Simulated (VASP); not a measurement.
# Al32AgO48 (a cell with a defect) (Ag interstitial hop between voids) in VASP: a series of runs, part 4 of 4

VASP 6.6.1.

**5. Single point, PBE**

Input file INCAR:

```
  PREC = Accurate
  ENCUT = 520
  EDIFF = 1E-6
  ISMEAR = -1
  SIGMA = 0.01
  LREAL = Auto
  LASPH = True
  NELM = 80
  ALGO = Normal
  ISIF = 2
  LWAVE = False
  LCHARG = False
  GGA = PE
  NELECT = 394.0
  NBANDS = 244
```

Input file KPOINTS:

```
regular mesh
0
Gamma
  1 1 1
```

Input file POSCAR:

```
Al32AgO48
1.0
    4.8078835200      2.7758328500      8.7484141900
   -4.8078835200      2.7758328500      8.7484141900
    0.0000000000     -5.5516656900      8.7484141900
Al O Ag
32 48 1
Direct
    0.3067819968      0.3147559836      0.3534140298
    0.4321071260      0.4270433594      0.4293045139
    0.0736541768      0.0719991867      0.0779240709
    0.1757664606      0.1790402503      0.1745735744
    0.3178420837      0.3189001376      0.8168141289
    0.4171434770      0.4300587233      0.8911125011
    0.0730260445      0.0743314006      0.5743646708
    0.1727007384      0.1689602152      0.6886318291
    0.3241499283      0.8289125728      0.3227000451
    0.4255990758      0.9305536967      0.4253529566
    0.0677512453      0.5767985194      0.0716119148
    0.1687348532      0.6774081581      0.1778031354
    0.3227874777      0.8236492373      0.8238449412
    0.4242827967      0.9244494480      0.9291880237
    0.0748193722      0.5713303609      0.5730578591
    0.1740547724      0.6810739191      0.6696675413
    0.8248959713      0.3244304359      0.3226752288
    0.9242898813      0.4282264908      0.4241194458
    0.5773456769      0.0779017969      0.0645212595
    0.6908201041      0.1588346703      0.1972299297
    0.8282885920      0.3217253631      0.8160169880
    0.9261867895      0.4267029750      0.9243555245
    0.5733817662      0.0701954910      0.5819687410
    0.6793097335      0.1762640607      0.6736749027
    0.8239816893      0.8202690370      0.3274322125
    0.9277965920      0.9232559246      0.4295666410
    0.5844097561      0.5838236354      0.0789326392
    0.6783386283      0.6835910434      0.1763463755
    0.8259151853      0.8245526315      0.8215416847
    0.9250817018      0.9282652232      0.9260300537
    0.5756674062      0.5808193613      0.5637621454
    0.6774613481      0.6767662398      0.6737870459
    0.2230459819      0.0338167719      0.3723421375
    0.4734922480      0.1311902780      0.2845983003
    0.0253265813      0.3757687235      0.2210867137
    0.3739157307      0.2258056533      0.0214685691
    0.1155025658      0.2773640163      0.4814039810
    0.2457980184      0.4780638367      0.1377446985
    0.2217388281      0.0238800414      0.8812490160
    0.4718363787      0.1210862008      0.7804823301
    0.0270418101      0.3728501045      0.7238094542
    0.3704622997      0.2191855483      0.5397116890
    0.1232014738      0.2765953730      0.9711096672
    0.2745034916      0.4736247882      0.6220542172
    0.2270869830      0.5231742310      0.3727066505
    0.4742313415      0.6293738271      0.2794102828
    0.0263460799      0.8747064827      0.2241542219
    0.3742956967      0.7197874278      0.0336976122
    0.1275410762      0.7784696994      0.4687691260
    0.2782921592      0.9732459754      0.1257722828
    0.2133688294      0.5313191278      0.8698425958
    0.4668560995      0.6282497765      0.7711542993
    0.0296826638      0.8759477580      0.7186521843
    0.3742404940      0.7268247430      0.5237419213
    0.1228429365      0.7824119520      0.9704792324
    0.2778781978      0.9735100671      0.6254594292
    0.7249395755      0.0166241627      0.3889396634
    0.9711043172      0.1246713737      0.2785668744
    0.5639924937      0.3602579407      0.2454133216
    0.8737482957      0.2209379714      0.0289475465
    0.6283033597      0.2740703603      0.4786398828
    0.7860026325      0.4785604921      0.1195862466
    0.7248705623      0.0231809341      0.8715351729
    0.9747511969      0.1216331912      0.7798309629
    0.5211652954      0.3838229498      0.7028910453
    0.8751875433      0.2236312011      0.5280303841
    0.6414265903      0.2674653675      0.9233393075
    0.7769939152      0.4767416329      0.6209549551
    0.7230061911      0.5311554534      0.3714885238
    0.9637794760      0.6293491610      0.2797035866
    0.5287333856      0.8826157109      0.2192369377
    0.8741506357      0.7274480384      0.0259924174
    0.6236181948      0.7811099471      0.4708261750
    0.7751474776      0.9772588632      0.1273066727
    0.7226248752      0.5306778374      0.8739767687
    0.9709128268      0.6261209880      0.7754328459
    0.5272222215      0.8713310156      0.7256845500
    0.8780877381      0.7171364595      0.5289168863
    0.6246776336      0.7817534023      0.9724491301
    0.7795309505      0.9694960352      0.6263123100
    0.4975463949      0.4268574944      0.0569232191
```

Started as:

```sh
$ cat potpaw_PBE.64/Al/POTCAR potpaw_PBE.64/O/POTCAR potpaw_PBE.64/Ag/POTCAR > POTCAR
$ mpirun -np 1 vasp_gam > vasp.out
```

It took 9.1 min on 1 thread of Oxide Virtual Turin-like, shared host; peak memory 0.92 GiB.

The run converged. Its results:

| Quantity | Value |
| --- | --- |
| Free energy | -600.5524 eV |
| Largest force | 0.988 eV/Å |

Forces on the atoms (eV/Å):
```
Al  -0.125  0.371 -0.280
Al   0.015 -0.054 -0.080
Al  -0.018  0.016 -0.048
Al  -0.013 -0.029 -0.012
Al   0.003 -0.038 -0.046
Al   0.173 -0.096 -0.083
Al  -0.008 -0.017 -0.011
Al   0.018  0.183 -0.027
Al  -0.001 -0.027 -0.024
Al  -0.016  0.046 -0.006
Al   0.069 -0.065  0.052
Al  -0.012 -0.070  0.049
Al  -0.017  0.033 -0.016
Al  -0.022  0.006  0.001
Al  -0.005 -0.002 -0.002
Al   0.023 -0.042  0.026
Al  -0.012 -0.039 -0.016
Al  -0.003 -0.035  0.004
Al  -0.030 -0.093  0.109
Al  -0.114 -0.006 -0.097
Al   0.090  0.008 -0.013
Al  -0.004  0.003  0.014
Al  -0.023  0.033 -0.046
Al   0.018 -0.048 -0.001
Al  -0.036 -0.007  0.001
Al  -0.017 -0.006 -0.010
Al  -0.008  0.004  0.213
Al   0.003 -0.013  0.105
Al  -0.007 -0.013  0.013
Al   0.043 -0.037  0.006
Al  -0.026 -0.053 -0.017
Al   0.002  0.013  0.018
O   -0.004 -0.012 -0.016
O   -0.096  0.378 -0.261
O   -0.019 -0.044 -0.035
O    0.000 -0.025 -0.010
O    0.010  0.008 -0.008
O    0.250 -0.595  0.118
O   -0.029  0.046 -0.046
O   -0.035  0.008 -0.058
O    0.022  0.020 -0.004
O    0.019  0.198 -0.177
O   -0.011 -0.012 -0.015
O    0.015 -0.035 -0.006
O   -0.017  0.014  0.028
O    0.008 -0.037  0.011
O   -0.014  0.004 -0.004
O   -0.041 -0.007  0.036
O   -0.006 -0.018 -0.003
O   -0.010 -0.002 -0.010
O    0.024 -0.062  0.091
O   -0.009 -0.059 -0.014
O    0.014 -0.025  0.014
O   -0.005 -0.037 -0.007
O    0.178 -0.070 -0.042
O    0.034  0.066 -0.012
O   -0.035  0.007 -0.067
O   -0.013 -0.015 -0.027
O    0.052 -0.029 -0.010
O   -0.031 -0.003 -0.038
O   -0.008 -0.025 -0.010
O    0.001  0.000  0.036
O   -0.025 -0.058  0.015
O    0.073 -0.006 -0.005
O    0.039 -0.024 -0.008
O    0.003 -0.036  0.000
O    0.060 -0.090  0.058
O   -0.004 -0.050  0.016
O   -0.011 -0.040  0.013
O   -0.035 -0.052 -0.006
O    0.007 -0.038  0.013
O    0.041 -0.023  0.029
O   -0.042 -0.018  0.008
O    0.072 -0.003  0.001
O   -0.010  0.083  0.106
O    0.016 -0.007  0.032
O   -0.003 -0.003 -0.012
O   -0.008  0.007  0.008
O   -0.034  0.001  0.052
O    0.000 -0.017 -0.013
Ag  -0.328  0.808  0.462
```

Levels at points of the mesh, in eV from the Fermi level:
```tsv
k point	band 194	band 195	band 196	band 197	band 198	band 199	band 200	band 201
(0.00, 0.00, 0.00)	-1.43	-1.24	-0.64	-0.33	3.73	5.39	6.27	6.34
```

Caveat: the k points lie up to 0.79 Å⁻¹ apart; the cell carries a net charge on a neutralising background, which shifts energy and pressure; the cell is charged against a uniform background, so pressure and absolute levels hang on convention.

**6. Single point, PBE**

Input file INCAR:

```
SYSTEM = Al32AgO48
  PREC = Accurate
  ENCUT = 520
  EDIFF = 1E-7
  ISMEAR = -1
  SIGMA = 0.01
  LREAL = Auto
  LASPH = .True.
  NELM = 80
  ALGO = Normal
  ISIF = 2
  LWAVE = .False.
  LCHARG = .False.
  GGA = PE
  NBANDS = 244
  NELECT = 394.0
```

Input file KPOINTS:

```
regular mesh
0
Gamma
  1 1 1
  0 0 0
```

Input file POSCAR:

```
Al32AgO48
1.0
    4.8078835200      2.7758328500      8.7484141900
   -4.8078835200      2.7758328500      8.7484141900
    0.0000000000     -5.5516656900      8.7484141900
Al O Ag
32 48 1
Direct
    0.3076872933      0.3004970192      0.3850242635
    0.4348275479      0.4313790451      0.4286093307
    0.0751389699      0.0710922829      0.0799368226
    0.1773469727      0.1794778479      0.1739222267
    0.3186707196      0.3204398972      0.8163339614
    0.4117059814      0.4441603866      0.8865328451
    0.0731910323      0.0747411947      0.5740803415
    0.1657158977      0.1644773070      0.7016782641
    0.3251240427      0.8299569884      0.3216877546
    0.4249955920      0.9274337209      0.4297455660
    0.0642723402      0.5811172241      0.0662186043
    0.1706645808      0.6776962071      0.1732647096
    0.3223977496      0.8214356298      0.8264718240
    0.4254033564      0.9229122894      0.9301292891
    0.0741396298      0.5709740456      0.5738210674
    0.1740630080      0.6825994544      0.6668954889
    0.8267821183      0.3251164706      0.3210396740
    0.9262636167      0.4289531078      0.4218353974
    0.5798746475      0.0759518736      0.0565368700
    0.6993904056      0.1545082367      0.1996995071
    0.8227749075      0.3266969576      0.8166692694
    0.9257790516      0.4261371634      0.9250626257
    0.5748852319      0.0679517777      0.5852739105
    0.6793419256      0.1787798821      0.6717520311
    0.8254324366      0.8183603019      0.3273849658
    0.9289136729      0.9225668053      0.4299339092
    0.5804854024      0.5784108929      0.0750627703
    0.6763827376      0.6821220613      0.1735679527
    0.8259881335      0.8238907449      0.8205841713
    0.9233149911      0.9318929859      0.9241515128
    0.5789530229      0.5805208646      0.5609238523
    0.6760265420      0.6760169744      0.6749181266
    0.2238378564      0.0340978188      0.3723463256
    0.4718140083      0.1186783733      0.3149071374
    0.0283575413      0.3768709762      0.2189670089
    0.3745823881      0.2264180249      0.0206571677
    0.1149037822      0.2778413819      0.4816730829
    0.2496372120      0.5089338433      0.0960418880
    0.2224274868      0.0216339368      0.8857665413
    0.4744446954      0.1202861571      0.7824477697
    0.0253334667      0.3731101948      0.7254311101
    0.3663653877      0.2170984603      0.5571209235
    0.1240092636      0.2767812675      0.9707435251
    0.2745783500      0.4755449492      0.6204125190
    0.2266372404      0.5209532309      0.3731593911
    0.4739705514      0.6306821267      0.2775509690
    0.0264902127      0.8740130329      0.2248607103
    0.3761233338      0.7159965843      0.0330496026
    0.1283231098      0.7786978510      0.4679027383
    0.2789427004      0.9727931204      0.1261166378
    0.2113342192      0.5331779147      0.8642957819
    0.4694315344      0.6302881767      0.7683827410
    0.0294361270      0.8767210046      0.7170296188
    0.3756150388      0.7273775124      0.5223846533
    0.1156603914      0.7957819015      0.9668032546
    0.2742063968      0.9733327350      0.6301067642
    0.7279048516      0.0153526473      0.3913983123
    0.9725926238      0.1245712475      0.2786573620
    0.5611277238      0.3639031038      0.2434899783
    0.8759625235      0.2197592302      0.0299337978
    0.6293232720      0.2747131836      0.4766857802
    0.7849682874      0.4770267589      0.1196003764
    0.7272213937      0.0234897026      0.8678499014
    0.9704746598      0.1258992904      0.7800181186
    0.5204678686      0.3865996088      0.7011938251
    0.8759888377      0.2246537987      0.5261300210
    0.6395097685      0.2726897338      0.9167060173
    0.7783278221      0.4773949908      0.6181387400
    0.7245557543      0.5315639740      0.3683617710
    0.9676315603      0.6283945565      0.2769447604
    0.5290811595      0.8836236506      0.2169272227
    0.8714709227      0.7294396115      0.0246129825
    0.6259710871      0.7794271758      0.4694833607
    0.7707504079      0.9810822506      0.1272983066
    0.7176440940      0.5247317665      0.8779319573
    0.9692141547      0.6261268080      0.7748303106
    0.5274620939      0.8711615602      0.7260985637
    0.8779024169      0.7160646776      0.5297446545
    0.6254378157      0.7787067119      0.9714341257
    0.7802841614      0.9699266509      0.6258175224
    0.4784631264      0.3728388953      0.1005406573
```

Potentials or basis: VASP PAW PBE potentials, release 64 (Al, O, Ag).

Started as:

```sh
$ cat potpaw_PBE.64/Al/POTCAR potpaw_PBE.64/O/POTCAR potpaw_PBE.64/Ag/POTCAR > POTCAR
$ mpirun -np 1 vasp_gam > vasp.out
```

OUTCAR:

```text
SYSTEM = Al32AgO48
   PREC = Accurate
   ENCUT = 520
   EDIFF = 1E-7
   ISMEAR = -1
   LREAL = Auto
   LASPH = .True.
   NELM = 80
   ISIF = 2
   GGA = PE
   NELECT = 394.0

 ion  position               nearest neighbor table
   1  0.308  0.300  0.385-  37 1.74  42 1.78  34 1.86  45 1.88  81 2.33  59 2.44   8 2.55   2 2.68
                            12 3.09  10 3.14  20 3.14  18 3.23  15 3.27  23 3.32   7 3.32
   2  0.435  0.431  0.429-  44 1.82  46 1.85  61 1.86  59 1.87  45 2.09  42 2.13   1 2.68  27 2.83
                            15 2.87  23 2.90   5 3.12  17 3.18   9 3.23
   3  0.075  0.071  0.080-  39 1.85  47 1.87  60 1.89  58 1.95  50 1.97  43 1.98   4 2.67  26 2.80
                            14 2.81  22 2.85  20 3.05   8 3.12  12 3.25
[... 654 lines left out ...]
  in kB       47.4965808     56.8122160     52.0793636     -6.6386908    -25.4549942     19.8938870
  external PRESSURE =      52.1293868 kB  Pullay stress =       0.0000000 kB

 VOLUME and BASIS-vectors are now :
 -----------------------------------------------------------------------------
  energy-cutoff  :      520.00
  volume of cell :      700.53
      direct lattice vectors                 reciprocal lattice vectors
     4.807883520  2.775832850  8.748414190     0.103995864  0.060042040  0.038102144
    -4.807883520  2.775832850  8.748414190    -0.103995864  0.060042040  0.038102144
     0.000000000 -5.551665690  8.748414190     0.000000000 -0.120084080  0.038102144

 POSITION                                       TOTAL-FORCE (eV/Angst)
 -----------------------------------------------------------------------------------
      0.03457     -0.44931      8.68900         0.055604      0.206529     -0.276723
      0.01658      0.02495     11.32759         0.004954     -0.054148     -0.015494
      0.01946     -0.03787      1.97861         0.004845      0.006536     -0.021497
     -0.01024      0.02493      4.64319        -0.013441     -0.014088      0.025269
     -0.00851     -2.75795     12.73283        -0.013555     -0.024456     -0.040215
     -0.15604     -2.54599     15.24323         0.064365     -0.151287     -0.144987
[... 73 lines left out ...]
     -0.91178      1.38396     20.78648         0.002201     -0.018732     -0.005755
      0.50783      1.80490      8.32711        -0.263654      1.108419      1.065206
 -----------------------------------------------------------------------------------
    total drift:                               -0.009348     -0.011796      0.020801

  FREE ENERGIE OF THE ION-ELECTRON SYSTEM (eV)
  ---------------------------------------------------
  free  energy   TOTEN  =      -598.9798360795 eV

  energy  without entropy=     -598.9798360795  energy(sigma->0) =     -598.97983608
```

OSZICAR:

```text
N       E                     dE             d eps       ncg     rms          rms(c)
DAV:   1     0.399299099672E+04    0.39930E+04   -0.23386E+05   496   0.164E+03
DAV:   2    -0.255653656487E+03   -0.42486E+04   -0.40668E+04   672   0.397E+02
DAV:   3    -0.657651259966E+03   -0.40200E+03   -0.39911E+03   584   0.128E+02
DAV:   4    -0.665300495161E+03   -0.76492E+01   -0.76324E+01   576   0.194E+01
DAV:   5    -0.665395590692E+03   -0.95096E-01   -0.94993E-01   576   0.220E+00    0.521E+01
DAV:   6    -0.598470799900E+03    0.66925E+02   -0.29269E+02   544   0.360E+01    0.216E+01
DAV:   7    -0.598872668023E+03   -0.40187E+00   -0.11487E+01   552   0.803E+00    0.130E+01
DAV:   8    -0.598930816541E+03   -0.58149E-01   -0.11884E+00   568   0.435E+00    0.514E+00
DAV:   9    -0.598976039382E+03   -0.45223E-01   -0.38469E-01   568   0.195E+00    0.105E+00
DAV:  10    -0.598975872211E+03    0.16717E-03   -0.50422E-02   560   0.659E-01    0.696E-01
DAV:  11    -0.598979194977E+03   -0.33228E-02   -0.12596E-02   552   0.314E-01    0.343E-01
DAV:  12    -0.598979391272E+03   -0.19630E-03   -0.37886E-03   600   0.226E-01    0.167E-01
DAV:  13    -0.598979837735E+03   -0.44646E-03   -0.11460E-03   536   0.896E-02    0.377E-02
DAV:  14    -0.598979834400E+03    0.33356E-05   -0.79066E-05   576   0.290E-02    0.133E-02
DAV:  15    -0.598979836092E+03   -0.16920E-05   -0.24470E-05   568   0.125E-02    0.745E-03
DAV:  16    -0.598979836265E+03   -0.17283E-06   -0.29913E-06   576   0.543E-03    0.350E-03
DAV:  17    -0.598979836014E+03    0.25067E-06   -0.15938E-06   552   0.356E-03    0.154E-03
DAV:  18    -0.598979836080E+03   -0.65444E-07   -0.34405E-07   464   0.155E-03
   1 F= -.59897984E+03 E0= -.59897984E+03  d E =-.523468E-11
```

stdout:

```text
POSCAR found type information on POSCAR AlO Ag
 POSCAR found :  3 types and      81 ions
 scaLAPACK will be used
 LDA part: xc-table for (Slater+PW92), standard interpolation
 POSCAR, INCAR and KPOINTS ok, starting setup
 FFT: planning ... GRIDC
 FFT: planning ... GRID_SOFT
 FFT: planning ... GRID
 WAVECAR not read
 entering main loop
 the old and the new charge density differ
 old charge density:   395.00000 new  394.00000
    0.521E+01
```

Run time: 10 min. Hardware: 1 thread of Oxide Virtual Turin-like, shared host; peak memory 0.93 GiB.

What came out:

- Free energy: -598.9798 eV
- Largest force: 1.560 eV/Å

Forces on the atoms (eV/Å):
```
Al   0.056  0.207 -0.277
Al   0.005 -0.054 -0.015
Al   0.005  0.007 -0.021
Al  -0.013 -0.014  0.025
Al  -0.014 -0.024 -0.040
Al   0.064 -0.151 -0.145
Al  -0.013 -0.008 -0.014
Al   0.023  0.105  0.001
Al  -0.010 -0.009 -0.016
Al  -0.018  0.055 -0.012
Al   0.002 -0.053 -0.083
Al  -0.002 -0.049 -0.046
Al   0.006  0.014 -0.028
Al  -0.017 -0.006 -0.005
Al   0.013  0.007 -0.035
Al  -0.013 -0.009  0.006
Al  -0.008 -0.030 -0.018
Al  -0.010 -0.006 -0.004
Al  -0.086 -0.089  0.154
Al   0.076 -0.033 -0.067
Al   0.071  0.025 -0.018
Al   0.005 -0.002  0.012
Al  -0.011 -0.006  0.001
Al   0.011 -0.059  0.027
Al   0.000 -0.037 -0.011
Al  -0.011 -0.020 -0.004
Al  -0.013  0.027  0.147
Al  -0.017 -0.015  0.067
Al  -0.015 -0.013  0.006
Al  -0.003 -0.023 -0.002
Al  -0.038 -0.068 -0.012
Al  -0.001 -0.023  0.000
O   -0.007 -0.028 -0.033
O   -0.168  0.452 -0.383
O   -0.043 -0.047 -0.057
O   -0.060 -0.038  0.133
O    0.026  0.052 -0.013
O    0.073 -0.441 -0.064
O   -0.006  0.023 -0.016
O   -0.035 -0.017 -0.025
O    0.013  0.010 -0.007
O    0.050  0.146 -0.161
O    0.009 -0.006 -0.001
O    0.009 -0.028 -0.033
O    0.057  0.015 -0.052
O   -0.006 -0.023  0.007
O   -0.006 -0.007 -0.005
O    0.019 -0.029 -0.017
O    0.011 -0.007 -0.021
O   -0.002  0.007  0.004
O   -0.042 -0.045 -0.024
O   -0.008 -0.126 -0.027
O    0.001 -0.009 -0.005
O   -0.011 -0.035 -0.010
O    0.081 -0.009 -0.027
O    0.032  0.082  0.002
O   -0.001 -0.063 -0.045
O   -0.010 -0.024 -0.027
O    0.174 -0.066  0.260
O    0.020  0.002 -0.006
O   -0.007 -0.051  0.031
O   -0.003  0.023  0.048
O   -0.035 -0.083  0.010
O    0.052  0.018 -0.001
O   -0.005 -0.049 -0.025
O   -0.006 -0.029  0.008
O    0.141 -0.014 -0.072
O   -0.011 -0.035  0.011
O   -0.021 -0.036  0.001
O   -0.046 -0.053 -0.027
O    0.000 -0.029  0.008
O   -0.011 -0.017  0.002
O   -0.057 -0.040  0.010
O    0.077 -0.015  0.016
O    0.007 -0.010  0.020
O   -0.005 -0.003 -0.007
O    0.011 -0.021 -0.011
O    0.006 -0.019 -0.009
O   -0.018 -0.009  0.009
O    0.002 -0.019 -0.006
Ag  -0.264  1.108  1.065
```

Levels at points of the mesh, in eV from the Fermi level:
| k point | band 194 | band 195 | band 196 | band 197 | band 198 | band 199 | band 200 | band 201 |
| --- | --- | --- | --- | --- | --- | --- | --- | --- |
| (0.00, 0.00, 0.00) | -0.71 | -0.43 | -0.31 | -0.25 | 3.98 | 5.72 | 6.40 | 6.71 |

Caveat: the k points lie up to 0.79 Å⁻¹ apart; the cell carries a net charge on a neutralising background, which shifts energy and pressure; the cell is charged against a uniform background, so pressure and absolute levels hang on convention.
